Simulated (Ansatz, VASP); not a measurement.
# Two plane-wave programs on Ga

The input INCAR:

```
AGGAC = 1.0 ; AGGAX = 1.0
ALDAC = 0.0 ; ALDAX = 1.0
ALGO = Normal ; EDIFF = 1E-6
ENCUT = 520 ; GGA = B5
ISIF = 2 ; ISMEAR = -1
LASPH = T ; LCHARG = T
LELF = T ; LREAL = F
LVHAR = T ; LWAVE = F
NBANDS = 34 ; NELM = 60
PREC = Accurate ; SIGMA = 0.1
```

Contents of KPOINTS:

```
k-points
0
Gamma
  13 13 4
```

POSCAR

```
Ga
1.0
    3.2105354816      0.0000000000      0.0000000000
   -1.6052677408      2.7804052868      0.0000000000
    0.0000000000      0.0000000000     10.4800271521
Ga
4
Direct
    0.0000000000      1.0000000000      1.0000000000
    0.0000000000      1.0000000000      0.5000000000
    0.3333333333      0.6666666667      0.2500000000
    0.6666666667      0.3333333333      0.7500000000
```

Input for Ansatz:

```yaml
crystal:
  lattice:
    - [3.2105354816, 0.0, 0.0]
    - [-1.6052677408, 2.7804052868, 0.0]
    - [0.0, 0.0, 10.4800271521]
  atoms:
    - { symbol: Ga, position: [0.0, 1.0, 1.0] }
    - { symbol: Ga, position: [0.0, 1.0, 0.5] }
    - { symbol: Ga, position: [0.3333333333, 0.6666666667, 0.25] }
    - { symbol: Ga, position: [0.6666666667, 0.3333333333, 0.75] }
hamiltonian:
  xc: blyp
  pseudopotentials:
    kind: paw
    azcp:
      Ga: "pseudopotentials/Ga.paw.azcp"
basis:
  ecutwfc: 420
  fft_grid_basis: typed
kpoints:
  mp_grid: { grid: [13, 13, 4], shift: [0, 0, 0] }
magnetization:
  spin_polarized: false
scf:
  occupations: { method: fermi_dirac, width: 0.1 }
  lower_state_search: "off"
output:
  stress: true
  write_density: true
  write_potential: true
  elf: true
  volumetric_format: npy
```

Alike in both runs: task single point; functional BLYP; k mesh 13 × 13 × 4; occupations fermi-dirac, width 0.1 eV; no spin polarisation.

|  | VASP | Ansatz |
| --- | --- | --- |
| version | VASP 6.6.1 | Ansatz 0.2.0 |
| potentials or method | VASP PAW PBE potentials, release 64 (Ga_d), cutoff 520 eV | plane waves (420 eV) with PAW, scalar-relativistic |
| valence electrons in the cell | 52 | 52 |

|  | VASP | Ansatz | Ansatz less VASP |
| --- | --- | --- | --- |
| pressure (GPa) | -1.9 | -1.9 | -0.01 |
| traceless stress, the component that is largest in VASP (GPa) | 0.15 | 0.15 | -0.002 |

VASP's potentials were made for PBE, not for BLYP. The functional is the same, so the differences come from potentials, cutoffs and numerics.
